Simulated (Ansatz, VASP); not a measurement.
## Ge: VASP beside Ansatz

```xyz
6
Lattice="3.9095 0.0000 0.0000 -1.9548 3.3858 0.0000 0.0000 0.0000 10.5053" Properties=species:S:1:pos:R:3 pbc="T T T"
Ge    0.0000    0.0000    5.2527
Ge    0.0000    0.0000    0.0000
Ge    1.9548    1.1286    3.8977
Ge    0.0000    2.2572    6.6077
Ge    0.0000    2.2572    9.1503
Ge    1.9548    1.1286    1.3550
```

Alike in both runs: functional PBE; k mesh 12 × 12 × 4; occupations gaussian, width 0.1 eV; no spin polarisation.

Ansatz relaxed the structure, and its values are those at the end. VASP's run is a single point on that final structure, the one shown.

|  | VASP | Ansatz |
| --- | --- | --- |
| version | VASP 6.6.1 | Ansatz 0.2.0 |
| potentials or method | VASP PAW PBE potentials, release 64 (Ge_d), cutoff 520 eV | scalar-relativistic, plane waves, PAW |
| valence electrons in the cell | 84 | 84 |

|  | VASP | Ansatz | Ansatz less VASP |
| --- | --- | --- | --- |
| gap on the k mesh at the Fermi level (eV) | none | none | - |
| pressure (GPa) | 0.0 | 0.0 | -0.01 |

A gap of «none» marks a metal or a gap that the smearing closes.
